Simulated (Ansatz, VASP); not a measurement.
## Pb in VASP and in Ansatz

```
CELL_PARAMETERS angstrom
0.00000 2.52356 2.52356
2.52356 0.00000 2.52356
2.52356 2.52356 0.00000
ATOMIC_POSITIONS crystal
Pb 0.00000 0.00000 0.00000
```

Alike in both runs: task single point; functional PBE exchange alone; k mesh 9 × 9 × 9; occupations fermi-dirac, width 0.05 eV; no spin polarisation.

|  | VASP | Ansatz |
| --- | --- | --- |
| version | VASP 6.6.1 | Ansatz 0.2.0 |
| potentials or method | VASP PAW PBE potentials, release 64 (Pb_d) | Ansatz PAW |
| plane-wave cutoff (eV) | 520 | 420 |
| valence electrons in the cell | 14 | 14 |

Ansatz gave:

- gap on the k mesh at the Fermi level (eV): none
- pressure (GPa): 8.0

What did VASP give for the same quantities?

gap on the k mesh at the Fermi level (eV): none; pressure (GPa): 7.9.

VASP's potentials were made for PBE, not for PBE exchange alone. A gap of «none» marks a metal or a gap that the smearing closes. The functional is the same, so the differences come from potentials, cutoffs and numerics.

Spin-orbit coupling is off throughout.
